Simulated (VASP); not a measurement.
# NaI (Fm-3m) in VASP: single point with PBE

Aim: the single point of NaI with PBE.

Everything below comes from runs of VASP 6.6.1. Logs are shortened: lines on timing, memory, paths and dates and some standing lists are left out, and cuts for length are marked.

## 1. The cell of the first run

The structure is cubic, space group Fm-3m (No. 225). Conventional cell: a = 6.473 Å, b = 6.473 Å, c = 6.473 Å, α = 90.00°, β = 90.00°, γ = 90.00°. Na (site symmetry m-3m) has 6 I at 3.24 Å within 4.3 Å. I (site symmetry m-3m) has 6 Na at 3.24 Å within 4.3 Å.

## 2. Single point, PBE

Contents of INCAR:

```
ALGO     = Normal         # electronic algorithm
EDIFF    = 1E-6           # SCF threshold, eV
ENCUT    = 520            # plane-wave cutoff, eV
GGA      = PE             # functional
ISIF     = 2              # what is computed and relaxed
ISMEAR   = 0              # smearing method
LASPH    = True           # aspherical terms in the spheres
LCHARG   = True           # write CHGCAR
LELF     = True           # ELF
LREAL    = False          # projectors in reciprocal space
LVHAR    = True         
LWAVE    = False          # write WAVECAR
NBANDS   = 14             # bands
NELM     = 80             # most SCF steps
PREC     = Accurate       # precision mode
SIGMA    = 0.05           # smearing width, eV
```

Contents of KPOINTS:

```
k-points
0
Gamma
  10 10 10
```

Contents of POSCAR:

```
NaI
1.0
    0.0000000000      3.2364000000      3.2364000000
    3.2364000000      0.0000000000      3.2364000000
    3.2364000000      3.2364000000      0.0000000000
Na I
1 1
Direct
    0.0000000000      0.0000000000      0.0000000000
    0.5000000000      0.5000000000      0.5000000000
```

Potentials or basis: VASP PAW PBE potentials, release 64 (Na_pv, I).

Command:

```sh
$ cat potpaw_PBE.64/Na_pv/POTCAR potpaw_PBE.64/I/POTCAR > POTCAR
$ mpirun -np 1 vasp_std > vasp.out
```

OUTCAR:

```text
EDIFF = 1E-6
   ENCUT = 520
   GGA = PE
   ISIF = 2
   ISMEAR = 0
   LASPH = True
   LREAL = False
   NELM = 80
   PREC = Accurate

 ion  position               nearest neighbor table
   1  0.000  0.000  0.000-
   2  0.500  0.500  0.500-

  LATTYP: Found a face centered cubic cell.
 ALAT       =     6.4728000000

  Lattice vectors:

 A1 = (   0.0000000000,   3.2364000000,   3.2364000000)
 A2 = (   3.2364000000,   0.0000000000,   3.2364000000)
 A3 = (   3.2364000000,   3.2364000000,   0.0000000000)

Analysis of symmetry for initial positions (statically):
=====================================================================
 Subroutine PRICEL returns:
 Original cell was already a primitive cell.

 Routine SETGRP: Setting up the symmetry group for a
 face centered cubic supercell.

 Subroutine GETGRP returns: Found 48 space group operations
 (whereof 48 operations were pure point group operations)
 out of a pool of 48 trial point group operations.

The static configuration has the point symmetry O_h .

Analysis of symmetry for dynamics (positions and initial velocities):
=====================================================================
 Subroutine PRICEL returns:
 Original cell was already a primitive cell.

 Routine SETGRP: Setting up the symmetry group for a
 face centered cubic supercell.

 Subroutine GETGRP returns: Found 48 space group operations
 (whereof 48 operations were pure point group operations)
 out of a pool of 48 trial point group operations.

The dynamic configuration has the point symmetry O_h .

 Subroutine INISYM returns: Found 48 space group operations
 (whereof 48 operations are pure point group operations),
 and found     1 'primitive' translations

----------------------------------------------------------------------------------------

                                     Primitive cell

  volume of cell :      67.7980

  direct lattice vectors                    reciprocal lattice vectors
     0.000000000  3.236400000  3.236400000    -0.154492646  0.154492646  0.154492646
     3.236400000  0.000000000  3.236400000     0.154492646 -0.154492646  0.154492646
     3.236400000  3.236400000  0.000000000     0.154492646  0.154492646 -0.154492646

  length of vectors
     4.576960773  4.576960773  4.576960773     0.267589113  0.267589113  0.267589113
[... 88 lines left out ...]
   ISYM   =      2    0-nonsym 1-usesym 2-fastsym
   POTIM  = 0.5000    time-step for ionic-motion
   TEBEG  =    0.0;   TEEND  =   0.0 temperature during run
   PSTRESS=    0.0 pullay stress
   NELECT =      14.0000    total number of electrons
   NUPDOWN=      -1.0000    fix difference up-down
   EMIN   =  10.00;   EMAX   =-10.00  energy-range for DOS
   EFERMI =   0.00;   METHOD = LEGACY
   ISMEAR =     0;   SIGMA  =   0.05  broadening in eV -4-tet -1-fermi 0-gaus
   EFERMI_NEDOS =   21; number of points for ismear=-14 and -15
   IALGO  =     38    algorithm
   IMIX   =      4    mixing-type and parameters
     AMIX     =   0.40;   BMIX     =  1.00
     AMIX_MAG =   1.60;   BMIX_MAG =  1.00
  volume/ion in A,a.u.               =      33.90       228.76
  Fermi-wavevector in a.u.,A,eV,Ry     =   0.967636  1.828567 12.739397  0.936319
  Thomas-Fermi vector in A             =   2.097538
   LORBIT       =      0    0 simple, 1 ext, 2 COOP (PROOUT), +10 PAW based schemes
   GGA     = PE    functional components
   LHFCALC =     F    Hartree Fock is set to
   AEXX    =    0.0000 exact exchange contribution
   IVDW    =     0    specifies the selected vdW correction
   LEPSILON=     F    determine dielectric tensor
   LRPA    =     F    only Hartree local field effects (RPA)
 non-spin polarized calculation
 Gauss-broadening in eV      SIGMA  =   0.05
  energy-cutoff  :      520.00
  volume of cell :       67.80
 maximum number of plane-waves:      1850
 NGX is ok and might be reduce to    36
   NGX = 17   NGY = 17   NGZ = 17

 number of electron      13.9999993 magnetization

 Free energy of the ion-electron system (eV)
  ---------------------------------------------------
  ext. energy  EPLUGINS =         0.00000000
  ---------------------------------------------------
  free energy    TOTEN  =        -5.38507198 eV

  energy without entropy =       -5.38507198  energy(sigma->0) =       -5.38507198

 E-fermi :   1.0302     XC(G=0):  -7.7049

 val. band max:        0.8063802650   @ k =   0.0000   0.0000   0.0000
 cond. band min:       4.4468973321   @ k =   0.0000   0.0000   0.0000
 fundamental gap:      3.6405170671
 Fermi energy:         1.0301868494

 k-point     1 :       0.0000    0.0000    0.0000
  band No.  band energies     occupation
      1     -21.6329      2.00000
      2     -21.6329      2.00000
      3     -21.6329      2.00000
      4     -10.2112      2.00000
      5       0.8064      2.00000
      6       0.8064      2.00000
      7       0.8064      2.00000
      8       4.4469      0.00000
      9       8.7361      0.00000
     10       8.7361      0.00000
     11       8.7361      0.00000
     12      10.5544      0.00000
     13      10.5544      0.00000
     14      11.2412      0.00000
[... 377 lines left out ...]
      1     -21.6362      2.00000
      2     -21.6342      2.00000
      3     -21.6341      2.00000
      4      -9.8958      2.00000
      5      -0.8652      2.00000
      6       0.1214      2.00000
      7       0.2162      2.00000
      8       5.9255      0.00000
      9       6.8295      0.00000
     10       8.9532      0.00000
     11      10.4189      0.00000
     12      11.1899      0.00000
     13      12.3562      0.00000
     14      14.4540      0.00000

 [... further k-points ...]

------------------------ aborting loop because EDIFF is reached ----------------------------------------

  FORCE on cell =-STRESS in cart. coord.  units (eV):
  Direction    XX          YY          ZZ          XY          YZ          ZX
  --------------------------------------------------------------------------------------
  -------------------------------------------------------------------------------------
  Total        0.1875876      0.1875876      0.1875876      0.0000000      0.0000000      0.0000000
  in kB        4.4330034      4.4330034      4.4330034      0.0000000      0.0000000      0.0000000
  external PRESSURE =       4.4330034 kB  Pullay stress =       0.0000000 kB

 VOLUME and BASIS-vectors are now :
 -----------------------------------------------------------------------------
  energy-cutoff  :      520.00
  volume of cell :       67.80
      direct lattice vectors                 reciprocal lattice vectors
     0.000000000  3.236400000  3.236400000    -0.154492646  0.154492646  0.154492646
     3.236400000  0.000000000  3.236400000     0.154492646 -0.154492646  0.154492646
     3.236400000  3.236400000  0.000000000     0.154492646  0.154492646 -0.154492646

 POSITION                                       TOTAL-FORCE (eV/Angst)
 -----------------------------------------------------------------------------------
      0.00000      0.00000      0.00000         0.000000      0.000000      0.000000
      3.23640      3.23640      3.23640         0.000000     -0.000000     -0.000000
 -----------------------------------------------------------------------------------
    total drift:                                0.000000      0.000000      0.000000

  FREE ENERGIE OF THE ION-ELECTRON SYSTEM (eV)
  ---------------------------------------------------
  free  energy   TOTEN  =        -5.3850719770 eV

  energy  without entropy=       -5.3850719770  energy(sigma->0) =       -5.38507198
```

Run time: 31 s. Hardware: 1 thread of Intel Xeon Platinum 8375C at 2.90GHz (Ice Lake), shared host; peak memory 0.22 GiB.

Results:

```yaml
Free_energy: -5.3851 eV
Pressure: 0.4 GPa
Band_gap_on_the_k_mesh: 3.64 eV, direct
```

Levels at points of the mesh, in eV from the valence-band top:
```
           k point  band 5  band 6  band 7  band 8  band 9  band 10
(0.00, 0.00, 0.00)    0.00    0.00    0.00    3.64    7.93     7.93
(0.50, 0.00, 0.00)   -2.18   -0.28   -0.28    5.09    7.44     7.44
(0.50, 0.50, 0.00)   -1.90   -0.74   -0.74    4.49    5.55     9.87
```

Caveat: spin-orbit coupling is left out, which moves the levels of the heavy elements. PBE gaps usually lie below the measured ones, often by a third to a half.
